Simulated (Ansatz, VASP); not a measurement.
**Two plane-wave programs on AlC**

```
Al C
1.0
     0.00000    2.13497    2.13497
     2.13497    0.00000    2.13497
     2.13497    2.13497    0.00000
Al C
1 1
Direct
  0.00000 0.00000 0.00000
  0.50000 0.50000 0.50000
```

Alike in both runs: functional PBE; k mesh 7 × 7 × 7; occupations gaussian, width 0.2 eV; no spin polarisation.

Ansatz relaxed the structure, and its values are those at the end. VASP's run is a single point on that final structure, the one shown.

|  | VASP | Ansatz |
| --- | --- | --- |
| version | VASP 6.6.1 | Ansatz 0.2.0 |
| potentials or method | VASP PAW PBE potentials, release 64 (Al, C), cutoff 600 eV | scalar-relativistic, plane waves, PAW |
| valence electrons in the cell | 7 | 7 |

|  | VASP | Ansatz | Ansatz less VASP |
| --- | --- | --- | --- |
| gap on the k mesh at the Fermi level (eV) | none | none | - |
| pressure (GPa) | -0.2 | 0.0 | +0.20 |

A gap of «none» marks a metal or a gap that the smearing closes.

The k mesh is coarse, so the values compare programs but aren't converged.
